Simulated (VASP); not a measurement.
Set up this calculation in VASP 6.6.1, as the native input.

- Task: single point
- Functional: PBE
- Potentials or basis: VASP PAW PBE potentials, release 64 (Nb_sv, P)
- Cutoff: 520 eV
- k mesh: 11 × 11 × 11
- Occupations: gaussian, width 0.024 eV
- Spin: no spin polarisation
- Dipole correction: no
- Further INCAR settings: ALGO = Normal; EDIFF = 1e-07; NBANDS = 26

The structure of NbP lies in POSCAR:

```
NbP
1.0
   -1.6749232544      1.6749232544      5.7401081759
    1.6749232544     -1.6749232544      5.7401081759
    1.6749232544      1.6749232544     -5.7401081759
Nb P
2 2
Direct
    0.2498808000      0.7498808000      0.5000000000
    0.4998808000      0.4998808000      0.0000000000
    0.8327477700      0.3327477700      0.5000000000
    0.0827477700      0.0827477700      0.0000000000
```

One way to write it, as run:

INCAR

```
SYSTEM = NbP
ALGO = Normal
EDIFF = 1E-7
ENCUT = 520
GGA = PE
ISIF = 2
ISMEAR = 0
LASPH = .TRUE.
LCHARG = .FALSE.
LREAL = .FALSE.
LWAVE = .FALSE.
NBANDS = 26
NELM = 100
PREC = Accurate
SIGMA = 0.024
```

KPOINTS

```
k-points
0
G
  11 11 11
  0 0 0
```

Potentials or basis: VASP PAW PBE potentials, release 64 (Nb_sv, P).

Launch:

```sh
$ cat potpaw_PBE.64/Nb_sv/POTCAR potpaw_PBE.64/P/POTCAR > POTCAR
$ mpirun -np 1 vasp_std > vasp.out
```

It gave:

* Pressure: -1.5 GPa
* Largest force: 0.018 eV/Å
* Band gap on the k mesh: zero (filled and empty bands touch)

Run time: 4.4 min on 1 thread of Intel(R) Xeon(R) 6975P-C (Granite Rapids), with other jobs on the host, peak memory 0.43 GiB.
